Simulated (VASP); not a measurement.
Input of a VASP 6.6.1 run:

Contents of INCAR:

```
SYSTEM = Al32H
PREC = Accurate ; ENCUT = 520
EDIFF = 1E-6 ; ISMEAR = 0
SIGMA = 0.05 ; LREAL = Auto
LASPH = .TRUE. ; NELM = 100
ALGO = Normal ; ISIF = 2
LWAVE = .FALSE. ; LCHARG = .FALSE.
GGA = PE ; NBANDS = 70
```

KPOINTS

```
regular mesh
0
G
  3 3 3
  0 0 0
```

The input POSCAR:

```
Al32H
1.0
    8.1000000000      0.0000000000      0.0000000000
    0.0000000000      8.1000000000      0.0000000000
    0.0000000000      0.0000000000      8.1000000000
Al H
32 1
Direct
    0.5003793662      0.0003637569      0.0003718288
    0.7498809123      0.2499239915     -0.0056695357
    0.7498796767     -0.0056989447      0.2499010800
   -0.0003188787      0.0003767944      0.0003822821
    0.2500472095      0.2499980070     -0.0012989505
    0.5003897219      0.4996725605      0.0003837552
    0.7499970429      0.7500299961     -0.0012934412
    0.2500451675     -0.0012961038      0.2499966216
    0.4943562801      0.2499247195      0.2499030339
    0.7498698214      0.5059818622      0.2498929875
    0.5003892953      0.0003778317      0.4996764037
    0.7498682000      0.2499159054      0.5060345193
    0.7499959906     -0.0012931336      0.7500370411
   -0.0003177274      0.4996710377      0.0003645093
    0.2500218727      0.7500138178     -0.0008353466
    0.0060884570      0.2499148843      0.2498903372
    0.2500301933      0.5012658879      0.2499904276
    0.4987041433      0.7500312285      0.2499983410
   -0.0003136789      0.0003522548      0.4996810799
    0.2500278964      0.2499918151      0.5012600630
    0.5003753967      0.4996677904      0.4996737787
    0.7499872949      0.7500176861      0.5012552128
    0.2500228710     -0.0008394282      0.7500187197
    0.4987016119      0.2499986753      0.7500403118
    0.7499884116      0.5012631945      0.7500247349
    0.0012494169      0.7500162501      0.2499885956
   -0.0002863683      0.4997067822      0.4997100594
    0.2500313085      0.7500198309      0.5008780608
    0.0012515816      0.2499910969      0.7500209970
    0.2500302299      0.5008724694      0.7500247301
    0.4991683434      0.7500131772      0.7500170769
    0.0008838295      0.7500205352      0.7500265138
    0.7540124602      0.2525595909      0.2532979113
```

Potentials or basis: VASP PAW PBE potentials, release 64 (Al, H).

Command:

```bash
$ cat potpaw_PBE.64/Al/POTCAR potpaw_PBE.64/H/POTCAR > POTCAR
$ mpirun -np 1 vasp_std > vasp.out
```

**Question.** Predict the largest force.

**Answer.** 0.019 eV/Å.

**Question.** What does it give for the band gap on the k mesh?

**Answer.** Zero (an odd number of electrons rules out a gap without spin polarisation).

Forces on the atoms (eV/Å):
```
Al   0.004  0.004  0.004
Al   0.001  0.000  0.008
Al   0.001  0.007  0.000
Al  -0.005  0.004  0.004
Al   0.000  0.000 -0.011
Al   0.004 -0.005  0.004
Al   0.000  0.000 -0.011
Al   0.000 -0.011  0.000
Al   0.008  0.001  0.001
Al   0.001 -0.001  0.001
Al   0.004  0.004 -0.005
Al   0.001  0.000  0.001
Al   0.000 -0.011  0.000
Al  -0.005 -0.005  0.004
Al   0.001  0.001 -0.009
Al   0.002  0.000  0.000
Al   0.000  0.011  0.000
Al  -0.011  0.000  0.000
Al  -0.005  0.005 -0.005
Al   0.000  0.000  0.011
Al   0.004 -0.004 -0.005
Al   0.000  0.000  0.011
Al   0.001 -0.010  0.001
Al  -0.011  0.000  0.000
Al   0.000  0.011  0.000
Al   0.011  0.000  0.000
Al  -0.005 -0.005 -0.005
Al   0.001  0.001  0.009
Al   0.011  0.000  0.000
Al   0.001  0.009  0.001
Al  -0.009  0.001  0.001
Al   0.009  0.001  0.001
H   -0.013 -0.008 -0.011
```
